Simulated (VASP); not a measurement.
# Br: single point with BLYP

Crystal: Br.

```
Br
1.0
    -1.47262    1.47262    6.19072
     1.47262   -1.47262    6.19072
     1.47262    1.47262   -6.19072
Br
1
Direct
  0.00000 0.00000 0.00000
```

| Item | Value |
| --- | --- |
| Program | VASP 6.6.1 |
| Task | single point |
| Functional | BLYP |
| Potentials or basis | VASP PAW PBE potentials, release 64 (Br) |
| Cutoff | 520 eV |
| k mesh | 13 × 13 × 13 |
| Occupations | fermi-dirac, width 0.05 eV |
| Spin | no spin polarisation |
| Dipole correction | no |
| Further INCAR settings | ALGO = Normal; EDIFF = 1e-06; NBANDS = 10 |

The pressure is 0.0 GPa. The band gap on the k mesh is zero (an odd number of electrons rules out a gap without spin polarisation).

Levels at points of the mesh, in eV from the Fermi level:
| k point | band 1 | band 2 | band 3 | band 4 | band 5 | band 6 |
| --- | --- | --- | --- | --- | --- | --- |
| (0.00, 0.00, 0.00) | -15.46 | -2.86 | 0.73 | 0.73 | 4.84 | 9.68 |

Run time: 8.3 min on 1 thread of Intel Xeon 8259CL (shared host), peak memory 0.38 GiB.

Caveat: the PAW data sets were made with another functional, which shifts forces and pressure a little; an odd number of electrons without spin polarisation forces a metal; a magnetic or distorted state may lie lower.
